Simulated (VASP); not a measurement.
# Ge (I4_1/amd) in VASP: a series of runs

Ge is run at these levels: PBE; tasks: single point.

Program: VASP 6.6.1. These are calculated values, not measurements. Logs are shortened: lines on timing, memory, paths and dates and some standing lists are left out, and cuts for length are marked.

### Step 1. The cell of the first run

It takes space group I4_1/amd (No. 141, tetragonal). The conventional cell has a = 3.956 Å, b = 3.956 Å, c = 2.144 Å, α = 90.00°, β = 90.00°, γ = 90.00°. Ge (site symmetry -4m2) has 10 Ge at 2.05 to 2.55 Å within 2.7 Å.

### Step 2. Single point, PBE

Contents of INCAR:

```
PREC = Accurate ; ENCUT = 520
EDIFF = 1E-7 ; ISMEAR = -1
SIGMA = 0.1 ; LREAL = False
LASPH = True ; NELM = 100
ALGO = Normal ; ISIF = 2
LWAVE = False ; LCHARG = False
GGA = PE ; NBANDS = 21
```

Contents of KPOINTS:

```
Automatic mesh
0
Gamma
  20 20 20
```

Contents of POSCAR:

```
Ge
1.0
   -1.9779455604      1.9779455604      1.0719504580
    1.9779455604     -1.9779455604      1.0719504580
    1.9779455604      1.9779455604     -1.0719504580
Ge
2
Direct
   -0.3750000000     -0.1250000000     -0.2500000000
    0.3750000000      0.1250000000      0.2500000000
```

Potentials or basis: VASP PAW PBE potentials, release 64 (Ge_d).

Command:

```sh
cat potpaw_PBE.64/Ge_d/POTCAR > POTCAR
mpirun -np 1 vasp_std > vasp.out
```

OUTCAR:

```text
PREC = Accurate
   ENCUT = 520
   EDIFF = 1E-7
   ISMEAR = -1
   LREAL = False
   LASPH = True
   NELM = 100
   ISIF = 2
   GGA = PE

 ion  position               nearest neighbor table
   1  0.625  0.875  0.750-   2 2.05   2 2.05   2 2.05   2 2.05   2 2.55   2 2.55   2 2.55   2 2.55

   2  0.375  0.125  0.250-   1 2.05   1 2.05   1 2.05   1 2.05   1 2.55   1 2.55   1 2.55   1 2.55

  LATTYP: Found a body centered tetragonal cell.
 ALAT       =     3.9558911208
 C/A-ratio  =     0.5419514467

  Lattice vectors:

 A1 = (  -1.9779455604,   1.9779455604,   1.0719504580)
 A2 = (   1.9779455604,  -1.9779455604,   1.0719504580)
 A3 = (   1.9779455604,   1.9779455604,  -1.0719504580)

Analysis of symmetry for initial positions (statically):
=====================================================================
 Subroutine PRICEL returns:
 Original cell was already a primitive cell.

 Routine SETGRP: Setting up the symmetry group for a
 body centered tetragonal supercell.

 Subroutine GETGRP returns: Found 16 space group operations
 (whereof  4 operations were pure point group operations)
 out of a pool of 16 trial point group operations.

The static configuration has the point symmetry C_2h.
 The point group associated with its full space group is D_4h.

Analysis of symmetry for dynamics (positions and initial velocities):
=====================================================================
 Subroutine PRICEL returns:
 Original cell was already a primitive cell.

 Routine SETGRP: Setting up the symmetry group for a
 body centered tetragonal supercell.

 Subroutine GETGRP returns: Found 16 space group operations
 (whereof  4 operations were pure point group operations)
 out of a pool of 16 trial point group operations.

The dynamic configuration has the point symmetry C_2h.
 The point group associated with its full space group is D_4h.

 Subroutine INISYM returns: Found 16 space group operations
 (whereof  4 operations are pure point group operations),
 and found     1 'primitive' translations

----------------------------------------------------------------------------------------

                                     Primitive cell

  volume of cell :      16.7750

  direct lattice vectors                    reciprocal lattice vectors
    -1.977945560  1.977945560  1.071950458     0.000000000  0.252787544  0.466439467
[... 80 lines left out ...]
   ISPIN  =      1    spin polarized calculation?
   LNONCOLLINEAR =      F non collinear calculations
   LSORBIT =      F    spin-orbit coupling
   LASPH  =      T    aspherical Exc in radial PAW
   ENCUT  =  520.0 eV  38.22 Ry    6.18 a.u.   5.57  5.57  5.57*2*pi/ulx,y,z
   NELM   =    100;   NELMIN=  2; NELMDL= -5     # of ELM steps
   EDIFF  = 0.1E-06   stopping-criterion for ELM
   LREAL  =      F    real-space projection
   EDIFFG = 0.1E-05   stopping-criterion for IOM
   NSW    =      0    number of steps for IOM
   IBRION =     -1    ionic relax: 0-MD 1-quasi-New 2-CG
   NFREE  =      0    steps in history (QN), initial steepest desc. (CG)
   ISIF   =      2    stress and relaxation
   ISYM   =      2    0-nonsym 1-usesym 2-fastsym
   POTIM  = 0.5000    time-step for ionic-motion
   TEBEG  =    0.0;   TEEND  =   0.0 temperature during run
   PSTRESS=    0.0 pullay stress
   NELECT =      28.0000    total number of electrons
   NUPDOWN=      -1.0000    fix difference up-down
   EMIN   =  10.00;   EMAX   =-10.00  energy-range for DOS
   EFERMI =   0.00;   METHOD = LEGACY
   ISMEAR =    -1;   SIGMA  =   0.10  broadening in eV -4-tet -1-fermi 0-gaus
   EFERMI_NEDOS =   21; number of points for ismear=-14 and -15
   IALGO  =     38    algorithm
   IMIX   =      4    mixing-type and parameters
     AMIX     =   0.40;   BMIX     =  1.00
     AMIX_MAG =   1.60;   BMIX_MAG =  1.00
  volume/ion in A,a.u.               =       8.39        56.60
  Fermi-wavevector in a.u.,A,eV,Ry     =   1.941957  3.669768 51.310275  3.771199
  Thomas-Fermi vector in A             =   2.971486
   LORBIT       =      0    0 simple, 1 ext, 2 COOP (PROOUT), +10 PAW based schemes
   GGA     = PE    functional components
   LHFCALC =     F    Hartree Fock is set to
   AEXX    =    0.0000 exact exchange contribution
   IVDW    =     0    specifies the selected vdW correction
   LEPSILON=     F    determine dielectric tensor
   LRPA    =     F    only Hartree local field effects (RPA)
 non-spin polarized calculation
  energy-cutoff  :      520.00
  volume of cell :       16.78
 maximum number of plane-waves:       468
   NGX = 11   NGY = 11   NGZ = 11

 number of electron      28.0000007 magnetization

 Free energy of the ion-electron system (eV)
  ---------------------------------------------------
  ext. energy  EPLUGINS =         0.00000000
  ---------------------------------------------------
  free energy    TOTEN  =         3.75187050 eV

  energy without entropy =        3.76546827  energy(sigma->0) =        3.75866938

 E-fermi :  20.1729     XC(G=0): -16.0295

 val. band max:       20.1642460201   @ k =   0.5000   0.5000   0.0000
 cond. band min:      20.1865074355   @ k =   0.4500   0.3000   0.1000
 fundamental gap:      0.0222614155
 Fermi energy:        20.1729302422

 k-point     1 :       0.0000    0.0000    0.0000
  band No.  band energies     occupation
      1      -7.9451      2.00000
      2      -7.7758      2.00000
      3      -7.5367      2.00000
      4      -7.5046      2.00000
      5      -6.5197      2.00000
      6      -6.5197      2.00000
[... 565 lines left out ...]
     20      32.1855      0.00000
     21      38.0075      0.00000

 [... further k-points ...]

------------------------ aborting loop because EDIFF is reached ----------------------------------------

  FORCE on cell =-STRESS in cart. coord.  units (eV):
  Direction    XX          YY          ZZ          XY          YZ          ZX
  --------------------------------------------------------------------------------------
  -------------------------------------------------------------------------------------
  Total       41.2113034     41.2113034     41.1319316      0.0000000      0.0000000      0.0000000
  in kB     3936.0767536   3936.0767536   3928.4959877      0.0000000      0.0000000      0.0000000
  external PRESSURE =    3933.5498316 kB  Pullay stress =       0.0000000 kB

 VOLUME and BASIS-vectors are now :
 -----------------------------------------------------------------------------
  energy-cutoff  :      520.00
  volume of cell :       16.78
      direct lattice vectors                 reciprocal lattice vectors
    -1.977945560  1.977945560  1.071950458     0.000000000  0.252787544  0.466439467
     1.977945560 -1.977945560  1.071950458     0.252787544  0.000000000  0.466439467
     1.977945560  1.977945560 -1.071950458     0.252787544  0.252787544  0.000000000

 POSITION                                       TOTAL-FORCE (eV/Angst)
 -----------------------------------------------------------------------------------
      1.97795      0.98897      0.80396         0.000000      0.000000     -0.000000
      0.00000      0.98897      0.26799        -0.000000     -0.000000      0.000000
 -----------------------------------------------------------------------------------
    total drift:                               -0.000000      0.000000      0.000000

  FREE ENERGIE OF THE ION-ELECTRON SYSTEM (eV)
  ---------------------------------------------------
  free  energy   TOTEN  =         3.7518704980 eV

  energy  without entropy=        3.7654682663  energy(sigma->0) =        3.75866938
```

OSZICAR:

```text
N       E                     dE             d eps       ncg     rms          rms(c)
DAV:   1     0.153715794498E+03    0.15372E+03   -0.12074E+04 34332   0.428E+03
DAV:   2     0.164682293256E+02   -0.13725E+03   -0.13198E+03 27240   0.527E+02
DAV:   3     0.337844928772E+01   -0.13090E+02   -0.12976E+02 29466   0.113E+02
DAV:   4     0.319447952573E+01   -0.18397E+00   -0.18380E+00 30474   0.152E+01
DAV:   5     0.319308506175E+01   -0.13945E-02   -0.13944E-02 30253   0.130E+00    0.818E+00
DAV:   6     0.351286764019E+01    0.31978E+00   -0.26842E-02 44032   0.207E+00    0.465E+00
DAV:   7     0.375186541895E+01    0.23900E+00   -0.97205E-02 41101   0.321E+00    0.508E-01
DAV:   8     0.375143298672E+01   -0.43243E-03   -0.26256E-03 36700   0.150E+00    0.240E-01
DAV:   9     0.375183961396E+01    0.40663E-03   -0.50090E-04 41248   0.547E-01    0.103E-02
DAV:  10     0.375186958611E+01    0.29972E-04   -0.42550E-05 45205   0.173E-01    0.353E-03
DAV:  11     0.375186980539E+01    0.21928E-06   -0.28525E-06 35337   0.198E-02    0.143E-03
DAV:  12     0.375187054337E+01    0.73798E-06   -0.73222E-08 22276   0.687E-03    0.610E-04
DAV:  13     0.375187049795E+01   -0.45420E-07   -0.21281E-08 17707   0.218E-03
   1 F= 0.37518705E+01 E0= 0.37586694E+01  d E =-.135978E-01
```

stdout:

```text
POSCAR found type information on POSCAR Ge
 POSCAR found :  1 types and       2 ions
 scaLAPACK will be used
 LDA part: xc-table for (Slater+PW92), standard interpolation
 POSCAR, INCAR and KPOINTS ok, starting setup
 FFT: planning ... GRIDC
 FFT: planning ... GRID_SOFT
 FFT: planning ... GRID
 WAVECAR not read
 entering main loop
```

It took 4.1 min on 1 thread of AMD EPYC 7R13 (Zen 3), shared host; peak memory 0.26 GiB.

What came out:

* Free energy: 3.7519 eV
* Pressure: 393.4 GPa
* Band gap on the k mesh: zero (bands 14 and 15 overlap by 11.95 eV)

Stress tensor (GPa, compression positive):
```
393.61   0.00   0.00
  0.00 393.61   0.00
  0.00   0.00 392.85
```

Levels at points of the mesh, in eV from the Fermi level:
| k point | band 12 | band 13 | band 14 | band 15 | band 16 | band 17 |
| --- | --- | --- | --- | --- | --- | --- |
| (0.00, 0.00, 0.00) | -5.98 | -5.98 | -0.84 | 0.46 | 13.57 | 13.57 |
| (0.50, 0.00, 0.00) | -11.46 | -4.78 | -3.95 | -0.83 | 0.22 | 6.26 |
| (0.50, 0.50, 0.00) | -18.51 | -0.01 | -0.01 | 3.53 | 3.53 | 12.66 |
| (0.50, 0.50, 0.50) | -13.81 | -12.55 | -12.55 | 10.04 | 10.04 | 22.62 |

Caveat: the cell stands under pressure.

### Step 3. Single point, PBE

Contents of INCAR:

```
SYSTEM = Ge
PREC     = Accurate       ! precision mode
ENCUT    = 520            ! plane-wave cutoff, eV
EDIFF    = 1E-7           ! SCF threshold, eV
ISMEAR   = -1             ! smearing method
SIGMA    = 0.1            ! smearing width, eV
LREAL    = .False.        ! projectors in reciprocal space
LASPH    = .True.         ! aspherical terms in the spheres
NELM     = 80             ! most SCF steps
ALGO     = Normal         ! electronic algorithm
ISIF     = 2              ! what is computed and relaxed
LWAVE    = .False.        ! write WAVECAR
LCHARG   = .True.         ! write CHGCAR
GGA      = PE             ! functional
LELF     = .True.         ! ELF
LVHAR    = .True.       
NBANDS   = 21             ! bands
```

Contents of KPOINTS:

```
Automatic mesh
0
Gamma
  20 20 20
  0 0 0
```

Contents of POSCAR:

```
Ge
1.0
   -1.9774116399      1.9774116399      1.0719197379
    1.9774116399     -1.9774116399      1.0719197379
    1.9774116399      1.9774116399     -1.0719197379
Ge
2
Direct
   -0.3750000000     -0.1250000000     -0.2500000000
    0.3750000000      0.1250000000      0.2500000000
```

Potentials or basis: VASP PAW PBE potentials, release 64 (Ge_d).

Command:

```sh
cat potpaw_PBE.64/Ge_d/POTCAR > POTCAR
mpirun -np 1 vasp_std > vasp.out
```

Wall time 4.2 min (1 thread of AMD EPYC 7R13 (Zen 3), shared host); peak memory 0.26 GiB.

The run converged. Its results:

```yaml
Free_energy: 3.7753 eV
Pressure: 394.1 GPa
Band_gap_on_the_k_mesh: zero (bands 14 and 15 overlap by 11.96 eV)
```

Stress tensor (GPa, compression positive):
```
394.51   0.00   0.00
  0.00 394.51   0.00
  0.00   0.00 393.41
```

Levels at points of the mesh, in eV from the Fermi level:
```
           k point  band 11  band 12  band 13  band 14  band 15  band 16  band 17  band 18
(0.00, 0.00, 0.00)   -23.69    -5.98    -5.98    -0.83     0.46    13.58    13.58    15.90
(0.50, 0.00, 0.00)   -13.01   -11.47    -4.78    -3.96    -0.83     0.22     6.26     9.73
(0.50, 0.50, 0.00)   -18.52   -18.52    -0.01    -0.01     3.53     3.53    12.65    12.65
(0.50, 0.50, 0.50)   -13.81   -13.81   -12.55   -12.55    10.03    10.03    22.64    22.64
```

Caveat: the cell stands under pressure.

The gap in the log of VASP goes by the Fermi energy; the results here count the filled bands.